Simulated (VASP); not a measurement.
Here is a VASP 6.6.1 calculation.

File INCAR:

```
SYSTEM = Te
ALGO = Normal
EDIFF = 1E-7
ENCUT = 520
GGA = PS
ISIF = 2
ISMEAR = 0
LASPH = .True.
LCHARG = .True.
LELF = .True.
LREAL = .False.
LVHAR = .True.
LWAVE = .False.
NBANDS = 9
NELM = 80
PREC = Accurate
SIGMA = 0.15
```

KPOINTS

```
k-points
0
Gamma
  15 15 15
  0 0 0
```

POSCAR

```
Te
1.0
    2.1311870473      1.2304414155      1.8230174002
   -2.1311870473      1.2304414155      1.8230174002
    0.0000000000     -2.4608828309      1.8230174003
Te
1
Direct
    0.5000000000      0.5000000000      0.5000000000
```

Potentials or basis: VASP PAW PBE potentials, release 64 (Te).

Launch:

```bash
$ cat potpaw_PBE.64/Te/POTCAR > POTCAR
$ mpirun -np 1 vasp_std > vasp.out
```

Task: Estimate the pressure.

Result: 6.0 GPa.

Task: Estimate the band gap on the k mesh.

Result: Zero (bands 3 and 4 overlap by 6.20 eV).

Stress tensor (GPa, compression positive):
```
5.84 0.00 0.00
0.00 5.84 0.00
0.00 0.00 6.27
```

Caveat: the cell stands under pressure; the PAW data sets were made with another functional, which shifts forces and pressure a little; spin-orbit coupling is left out, which moves the levels of the heavy elements.
